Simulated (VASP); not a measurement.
# Ru (P6/mmm) in VASP: further runs

Runs on Ru. Level: PBE. Tasks: relaxation of cell and atoms, single point.

Everything below comes from runs of VASP 6.6.1. Logs are shortened: lines on timing, memory, paths and dates and some standing lists are left out, and cuts for length are marked.

### 1 The cell of the first run

The structure is hexagonal, space group P6/mmm (No. 191). The conventional cell has a = 2.630 Å, b = 2.630 Å, c = 2.473 Å, α = 90.00°, β = 90.00°, γ = 120.00°. Within 3.3 Å of Ru (site symmetry 6/mmm) lie 8 Ru at 2.47 to 2.63 Å.

### 2 Relaxation of cell and atoms, PBE, target pressure -0.3 GPa, at which the enthalpy is minimised

The input, INCAR:

```
SYSTEM = Ru
ALGO     = Normal         ! electronic algorithm
EDIFF    = 1E-7           ! SCF threshold, eV
EDIFFG   = -0.005         ! ionic threshold
ENCUT    = 600            ! plane-wave cutoff, eV
GGA      = PE             ! functional
IBRION   = 2              ! ionic algorithm
ISIF     = 3              ! what is computed and relaxed
ISMEAR   = -1             ! smearing method
LASPH    = .True.         ! aspherical terms in the spheres
LCHARG   = .False.        ! write CHGCAR
LREAL    = .False.        ! projectors in reciprocal space
LWAVE    = .False.        ! write WAVECAR
NELM     = 80             ! most SCF steps
NSW      = 60             ! ionic steps
PREC     = Accurate       ! precision mode
PSTRESS  = -3.0         
SIGMA    = 0.05           ! smearing width, eV
```

The input, KPOINTS:

```
k-points
0
Gamma
  17 17 16
  0 0 0
```

The input, POSCAR:

```
Ru
1.0
    2.6303897445      0.0000000000      0.0000000000
   -1.3151948722      2.2779843406      0.0000000000
    0.0000000000      0.0000000000      2.4725663598
Ru
1
Direct
    0.0000000000      0.0000000000      0.0000000000
```

Potentials or basis: VASP PAW PBE potentials, release 64 (Ru_pv).

The run is started by

```
cat potpaw_PBE.64/Ru_pv/POTCAR > POTCAR
mpirun -np 1 vasp_std > vasp.out
```

OUTCAR:

```text
SYSTEM = Ru
   EDIFF = 1E-7
   EDIFFG = -0.005
   ENCUT = 600
   GGA = PE
   IBRION = 2
   ISIF = 3
   ISMEAR = -1
   LASPH = .True.
   LREAL = .False.
   NELM = 80
   NSW = 60
   PREC = Accurate
   PSTRESS = -3.0

 ion  position               nearest neighbor table
   1  0.000  0.000  0.000-

  LATTYP: Found a hexagonal cell.
 ALAT       =     2.6303897445
 C/A-ratio  =     0.9400000000

  Lattice vectors:

 A1 = (   2.6303897445,   0.0000000000,   0.0000000000)
 A2 = (  -1.3151948722,   2.2779843406,   0.0000000000)
 A3 = (   0.0000000000,   0.0000000000,   2.4725663598)

Analysis of symmetry for initial positions (statically):
=====================================================================
 Subroutine PRICEL returns:
 Original cell was already a primitive cell.

 Routine SETGRP: Setting up the symmetry group for a
 hexagonal supercell.

 Subroutine GETGRP returns: Found 24 space group operations
 (whereof 24 operations were pure point group operations)
 out of a pool of 24 trial point group operations.

The static configuration has the point symmetry D_6h.

Analysis of symmetry for dynamics (positions and initial velocities):
=====================================================================
 Subroutine PRICEL returns:
 Original cell was already a primitive cell.

 Routine SETGRP: Setting up the symmetry group for a
 hexagonal supercell.

 Subroutine GETGRP returns: Found 24 space group operations
 (whereof 24 operations were pure point group operations)
 out of a pool of 24 trial point group operations.

The dynamic configuration has the point symmetry D_6h.

 Subroutine INISYM returns: Found 24 space group operations
 (whereof 24 operations are pure point group operations),
 and found     1 'primitive' translations

----------------------------------------------------------------------------------------

                                     Primitive cell

  volume of cell :      14.8156

  direct lattice vectors                    reciprocal lattice vectors
     2.630389744  0.000000000  0.000000000     0.380171799  0.219492290  0.000000000
    -1.315194872  2.277984341  0.000000000     0.000000000  0.438984580  0.000000000
     0.000000000  0.000000000  2.472566360     0.000000000  0.000000000  0.404438084

  length of vectors
     2.630389744  2.630389744  2.472566360     0.438984580  0.438984580  0.404438084

  position of ions in fractional coordinates (direct lattice)
     0.000000000  0.000000000  0.000000000

  ion indices of the primitive-cell ions
   primitive index   ion index
                 1           1

----------------------------------------------------------------------------------------

 KPOINTS: k-points

Automatic generation of k-mesh.
 Grid dimensions read from file:
 generate k-points for:   17   17   16

 Generating k-lattice:

  Cartesian coordinates                     Fractional coordinates (reciprocal lattice)
     0.022363047  0.012911311  0.000000000     0.058823529  0.000000000  0.000000000
     0.000000000  0.025822622  0.000000000     0.000000000  0.058823529  0.000000000
     0.000000000  0.000000000  0.025277380     0.000000000  0.000000000  0.062500000

  Length of vectors
     0.025822622  0.025822622  0.025277380

  Shift w.r.t. Gamma in fractional coordinates (k-lattice)
     0.000000000  0.000000000  0.000000000

 Subroutine IBZKPT returns following result:
 ===========================================

 Found    297 irreducible k-points:

 Following reciprocal coordinates:
            Coordinates               Weight
  0.000000  0.000000  0.000000      1.000000
  0.058824  0.000000  0.000000      6.000000
  0.117647 -0.000000  0.000000      6.000000
  0.176471  0.000000  0.000000      6.000000
  0.235294 -0.000000  0.000000      6.000000
  0.294118  0.000000  0.000000      6.000000
[... 16 lines left out ...]
  0.411765  0.117647  0.000000     12.000000
  0.176471  0.176471  0.000000      6.000000
 [... further k-points ...]
   k-points           NKPTS =    297   k-points in BZ     NKDIM =    297   number of bands    NBANDS=     11
   number of dos      NEDOS =    301   number of ions     NIONS =      1
   total plane-waves  NPLWV =  11520
   dimension x,y,z NGX =    24 NGY =   24 NGZ =   20
   dimension x,y,z NGXF=    48 NGYF=   48 NGZF=   40
   ions per type =               1
   NGX,Y,Z   is equivalent  to a cutoff of  15.17, 15.17, 13.45 a.u.
   NGXF,Y,Z  is equivalent  to a cutoff of  30.34, 30.34, 26.89 a.u.
 SYSTEM =  Ru
   PREC   = accura    normal or accurate (medium, high low for compatibility)
   ISTART =      0    job   : 0-new  1-cont  2-samecut
   ICHARG =      2    charge: 1-file 2-atom 10-const
   ISPIN  =      1    spin polarized calculation?
   LNONCOLLINEAR =      F non collinear calculations
   LSORBIT =      F    spin-orbit coupling
   LASPH  =      T    aspherical Exc in radial PAW
   ENCUT  =  600.0 eV  44.10 Ry    6.64 a.u.   5.25  5.25  4.94*2*pi/ulx,y,z
   NELM   =     80;   NELMIN=  2; NELMDL= -5     # of ELM steps
   EDIFF  = 0.1E-06   stopping-criterion for ELM
   LREAL  =      F    real-space projection
   EDIFFG = -.5E-02   stopping-criterion for IOM
   NSW    =     60    number of steps for IOM
   IBRION =      2    ionic relax: 0-MD 1-quasi-New 2-CG
   NFREE  =      1    steps in history (QN), initial steepest desc. (CG)
   ISIF   =      3    stress and relaxation
   ISYM   =      2    0-nonsym 1-usesym 2-fastsym
   POTIM  = 0.5000    time-step for ionic-motion
   TEBEG  =    0.0;   TEEND  =   0.0 temperature during run
   PSTRESS=   -3.0 pullay stress
   NELECT =      14.0000    total number of electrons
   NUPDOWN=      -1.0000    fix difference up-down
   EMIN   =  10.00;   EMAX   =-10.00  energy-range for DOS
   EFERMI =   0.00;   METHOD = LEGACY
   ISMEAR =    -1;   SIGMA  =   0.05  broadening in eV -4-tet -1-fermi 0-gaus
   EFERMI_NEDOS =   21; number of points for ismear=-14 and -15
   IALGO  =     38    algorithm
   IMIX   =      4    mixing-type and parameters
     AMIX     =   0.40;   BMIX     =  1.00
     AMIX_MAG =   1.60;   BMIX_MAG =  1.00
  volume/ion in A,a.u.               =      14.82        99.98
  Fermi-wavevector in a.u.,A,eV,Ry     =   1.606490  3.035825 35.114035  2.580809
  Thomas-Fermi vector in A             =   2.702669
   LORBIT       =      0    0 simple, 1 ext, 2 COOP (PROOUT), +10 PAW based schemes
   GGA     = PE    functional components
   LHFCALC =     F    Hartree Fock is set to
   AEXX    =    0.0000 exact exchange contribution
   IVDW    =     0    specifies the selected vdW correction
   LEPSILON=     F    determine dielectric tensor
   LRPA    =     F    only Hartree local field effects (RPA)
 conjugate gradient relaxation of ions
 non-spin polarized calculation
  energy-cutoff  :      600.00
  volume of cell :       14.82
 maximum number of plane-waves:       513
 NGX is ok and might be reduce to    24
   NGX = 11   NGY = 11   NGZ =  9

--------------------------------------- Ionic step        1  -------------------------------------------

 number of electron      14.0000001 magnetization

 Free energy of the ion-electron system (eV)
  ---------------------------------------------------
  ext. energy  EPLUGINS =         0.00000000
  ---------------------------------------------------
  free energy    TOTEN  =        -8.38808327 eV

  energy without entropy =       -8.37650380  energy(sigma->0) =       -8.38229354

------------------------ aborting loop because EDIFF is reached ----------------------------------------

  FORCE on cell =-STRESS in cart. coord.  units (eV):
  Direction    XX          YY          ZZ          XY          YZ          ZX
  --------------------------------------------------------------------------------------
  -------------------------------------------------------------------------------------
  Total        0.4573494      0.4573494      0.1234442      0.0000000     -0.0000000      0.0000000
  in kB       49.4583850     49.4583850     13.3494206      0.0000000     -0.0000000      0.0000000
  external PRESSURE =      40.4220635 kB  Pullay stress =      -3.0000000 kB

 VOLUME and BASIS-vectors are now :
 -----------------------------------------------------------------------------
  energy-cutoff  :      600.00
  volume of cell :       14.82
      direct lattice vectors                 reciprocal lattice vectors
     2.630389744  0.000000000  0.000000000     0.380171799  0.219492290  0.000000000
    -1.315194872  2.277984341  0.000000000     0.000000000  0.438984580  0.000000000
     0.000000000  0.000000000  2.472566360     0.000000000  0.000000000  0.404438084
[... 118 lines left out ...]
  FREE ENERGIE OF THE ION-ELECTRON SYSTEM (eV)
  ---------------------------------------------------
  free  energy   TOTEN  =        -8.3919774330 eV

  energy  without entropy=       -8.3792067872  energy(sigma->0) =       -8.38559211

  enthalpy is  TOTEN    =        -8.4201506390 eV   P V=       -0.0281732060

--------------------------------------- Ionic step        5  -------------------------------------------

 number of electron      13.9999999 magnetization

 Free energy of the ion-electron system (eV)
  ---------------------------------------------------
  ext. energy  EPLUGINS =         0.00000000
  ---------------------------------------------------
  free energy    TOTEN  =        -8.39197655 eV

  energy without entropy =       -8.37921782  energy(sigma->0) =       -8.38559719

 E-fermi :  11.1683     XC(G=0): -13.3882

 val. band max:       11.1657885333   @ k =   0.1765   0.0000   0.2500
 cond. band min:      11.1703049044   @ k =   0.2941   0.1176   0.2500
 fundamental gap:      0.0045163711
 Fermi energy:        11.1683040681

 k-point     1 :       0.0000    0.0000    0.0000
  band No.  band energies     occupation
      1     -31.1885      2.00000
      2     -31.1885      2.00000
      3     -31.1366      2.00000
      4       3.8072      2.00000
      5       5.7393      2.00000
      6       8.8962      2.00000
      7       8.8962      2.00000
      8      12.9983      0.00000
      9      12.9983      0.00000
     10      22.0901      0.00000
     11      26.2616      0.00000

 k-point     2 :       0.0588    0.0000    0.0000
  band No.  band energies     occupation
      1     -31.2201      2.00000
      2     -31.1957      2.00000
      3     -31.1332      2.00000
      4       3.9390      2.00000
      5       5.7892      2.00000
      6       8.7958      2.00000
      7       9.0058      2.00000
      8      12.8961      0.00000
      9      12.9803      0.00000
     10      22.0901      0.00000
     11      26.4869      0.00000
[... 295 lines left out ...]
 k-point    24 :       0.1765    0.1765    0.0000
  band No.  band energies     occupation
      1     -31.7520      2.00000
      2     -31.3884      2.00000
      3     -31.0711      2.00000
      4       6.1002      2.00000
      5       7.1626      2.00000
      6       7.4273      2.00000
      7      11.4068      0.01682
      8      12.0551      0.00000
      9      12.4776      0.00000
     10      22.0899      0.00000
     11      24.8080      0.00000

 [... further k-points ...]
[... 5 lines left out ...]
  --------------------------------------------------------------------------------------
  -------------------------------------------------------------------------------------
  Total       -0.0237814     -0.0237814     -0.0245649     -0.0000000     -0.0000000      0.0000000
  in kB       -2.5322426     -2.5322426     -2.6156685     -0.0000000     -0.0000000      0.0000000
  external PRESSURE =       0.4399487 kB  Pullay stress =      -3.0000000 kB

 VOLUME and BASIS-vectors are now :
 -----------------------------------------------------------------------------
  energy-cutoff  :      600.00
  volume of cell :       15.05
      direct lattice vectors                 reciprocal lattice vectors
     2.656319348  0.000000000 -0.000000000     0.376460760  0.217349721  0.000000000
    -1.328159674  2.300440036 -0.000000000    -0.000000000  0.434699442  0.000000000
    -0.000000000 -0.000000000  2.462356930     0.000000000  0.000000000  0.406114966

 POSITION                                       TOTAL-FORCE (eV/Angst)
 -----------------------------------------------------------------------------------
     -0.00000     -0.00000      0.00000        -0.000000      0.000000      0.000000
 -----------------------------------------------------------------------------------
    total drift:                                0.000000     -0.000000     -0.000000

  FREE ENERGIE OF THE ION-ELECTRON SYSTEM (eV)
  ---------------------------------------------------
  free  energy   TOTEN  =        -8.3919765483 eV

  energy  without entropy=       -8.3792178222  energy(sigma->0) =       -8.38559719

  enthalpy is  TOTEN    =        -8.4201508318 eV   P V=       -0.0281742836

 reached required accuracy - stopping structural energy minimisation
```

Wall time 57 s (1 thread of Intel Xeon 6975P-C (Granite Rapids), shared host); peak memory 0.19 GiB.

Results:

- Free energy: -8.3920 eV
- Relaxed volume: 15.05 Å³/atom
- Relaxed cell: a = 2.656 Å, b = 2.656 Å, c = 2.462 Å, α = 90.00°, β = 90.00°, γ = 120.00°
- Space group after relaxing (to 0.05 Å): P6/mmm (No. 191)
- Energy change on relaxing (the enthalpy is what falls): -3.9 meV/atom
- Ionic steps: 5
- Pressure after relaxing: -0.3 GPa
- Band gap on the k mesh: zero (band 7 reaches 13.46 eV, above the bottom of band 8 at 10.08 eV)

The path:
```tsv
step	energy change (eV)	largest force (eV/Å)	pressure (GPa)	volume (Å³)
1	0.0000	0.0000	3.74	14.82
2	0.0132	0.0000	-8.82	15.63
3	-0.0032	0.0000	-0.75	15.08
4	-0.0039	0.0000	-0.25	15.05
5	-0.0039	0.0000	-0.26	15.05
```

Final structure:
```
Ru
1.0
     2.65632    0.00000    0.00000
    -1.32816    2.30044    0.00000
     0.00000    0.00000    2.46236
Ru
1
Direct
  0.00000 0.00000 0.00000
```

Caveat: the cell is relaxed towards a set pressure, so the enthalpy falls and the energy may rise.

### 3 Relaxation of cell and atoms, PBE, target pressure -0.3 GPa, at which the enthalpy is minimised

This run uses another cell than the first one, of 15.05 Å³/atom, 1.016 times its volume.

The input, INCAR:

```
SYSTEM = Ru
  PREC = Accurate
  ENCUT = 600
  EDIFF = 1E-6
  ISMEAR = -1
  SIGMA = 0.05
  LREAL = .FALSE.
  LASPH = .TRUE.
  NELM = 100
  ALGO = Normal
  ISIF = 3
  LWAVE = .FALSE.
  LCHARG = .FALSE.
  GGA = PE
  IBRION = 2
  NSW = 32
  EDIFFG = -0.005
  PSTRESS = -3.0
```

The input, KPOINTS:

```
regular mesh
0
G
  17 17 16
  0 0 0
```

The input, POSCAR:

```
Ru
1.0
    2.6576799682      0.0000000000      0.0000000000
   -1.3288399841      2.3016183676      0.0000000000
    0.0000000000      0.0000000000      2.4604804727
Ru
1
Direct
    0.0000000000      0.0000000000      0.0000000000
```

Potentials or basis: VASP PAW PBE potentials, release 64 (Ru_pv).

The run is started by

```
cat potpaw_PBE.64/Ru_pv/POTCAR > POTCAR
mpirun -np 1 vasp_std > vasp.out
```

Run time: 58 s. Hardware: 1 thread of Intel Xeon 6975P-C (Granite Rapids), shared host; peak memory 0.19 GiB.

Results (log left out):

* Free energy: -8.3922 eV
* Energy change on relaxing (the enthalpy is what falls): -0.0 meV/atom
* Ionic steps: 10
* Pressure after relaxing: -0.3 GPa
* Band gap on the k mesh: zero (band 7 reaches 13.46 eV, above the bottom of band 8 at 10.08 eV)

Final structure:
```
Ru
1.0
     2.65669    0.00000    0.00000
    -1.32835    2.30076    0.00000
     0.00000    0.00000    2.46216
Ru
1
Direct
  0.00000 0.00000 0.00000
```

Levels at points of the mesh, in eV from the Fermi level:
```tsv
k point	band 4	band 5	band 6	band 7	band 8	band 9	band 10	band 11
(0.00, 0.00, 0.00)	-7.36	-5.43	-2.27	-2.27	1.83	1.83	10.92	15.09
(0.00, 0.00, 0.50)	-4.51	-1.60	-1.60	-0.94	-0.94	-0.20	8.18	10.92
```

Caveat: the cell is relaxed towards a set pressure, so the enthalpy falls and the energy may rise.

### 4 Single point, PBE

This run uses another cell than the first one, of 15.05 Å³/atom, 1.016 times its volume.

The input, INCAR:

```
SYSTEM = Ru
PREC     = Accurate       ! precision mode
ENCUT    = 600            ! plane-wave cutoff, eV
EDIFF    = 1E-6           ! SCF threshold, eV
ISMEAR   = -1             ! smearing method
SIGMA    = 0.05           ! smearing width, eV
LREAL    = .False.        ! projectors in reciprocal space
LASPH    = .True.         ! aspherical terms in the spheres
NELM     = 120            ! most SCF steps
ALGO     = Normal         ! electronic algorithm
ISIF     = 2              ! what is computed and relaxed
LWAVE    = .False.        ! write WAVECAR
LCHARG   = .False.        ! write CHGCAR
GGA      = PE             ! functional
NBANDS   = 14             ! bands
GGA_COMPAT= .False.
```

The input, KPOINTS:

```
Automatic mesh
0
Gamma
  17 17 16
  0 0 0
```

POSCAR is that of step 3.

Potentials or basis: VASP PAW PBE potentials, release 64 (Ru_sv).

The run is started by

```
cat potpaw_PBE.64/Ru_sv/POTCAR > POTCAR
mpirun -np 1 vasp_std > vasp.out
```

Wall time 18 s (1 thread of Intel Xeon 6975P-C (Granite Rapids), shared host); peak memory 0.18 GiB.

It converged, with:

```yaml
Free_energy: -8.4363 eV
Pressure: -0.5 GPa
Band_gap_on_the_k_mesh: zero (band 8 reaches 15.56 eV, above the bottom of band 9 at 12.18 eV)
```

Levels at points of the mesh, in eV from the Fermi level:
| k point | band 4 | band 5 | band 6 | band 7 | band 8 | band 9 | band 10 | band 11 | band 12 | band 13 |
| --- | --- | --- | --- | --- | --- | --- | --- | --- | --- | --- |
| (0.00, 0.00, 0.00) | -42.29 | -7.37 | -5.43 | -2.27 | -2.27 | 1.83 | 1.83 | 15.01 | 17.20 | 21.85 |
| (0.00, 0.00, 0.50) | -42.24 | -4.51 | -1.60 | -1.60 | -0.95 | -0.95 | -0.20 | 8.19 | 18.44 | 21.18 |

### 5 The runs side by side

| task | potentials or basis | cell | second run | gap on the mesh (eV) | pressure (GPa) |
| --- | --- | --- | --- | --- | --- |
| relaxation of cell and atoms | VASP PAW PBE potentials, release 64 (Ru_pv) | relaxed to -0.3 GPa from a = 2.630, b = 2.630, c = 2.473 Å, angles 90.0, 90.0, 120.0°, 1 atom | - | none | -0.3 |
| relaxation of cell and atoms | VASP PAW PBE potentials, release 64 (Ru_pv) | relaxed to -0.3 GPa from a = 2.658, b = 2.658, c = 2.460 Å, angles 90.0, 90.0, 120.0°, 1 atom | - | none | -0.3 |
| single point | VASP PAW PBE potentials, release 64 (Ru_sv) | a = 2.658, b = 2.658, c = 2.460 Å, angles 90.0, 90.0, 120.0°, 1 atom | valence_matched | none | -0.5 |

Alike in all rows: level PBE; no spin polarisation; k mesh 17 × 17 × 16; cutoff (eV) 600; smearing fermi-dirac 0.05 eV.

Caveats: the cell is relaxed towards a set pressure, so the enthalpy falls and the energy may rise (some runs).

Absolute energies hang on the potentials; compare differences alone.
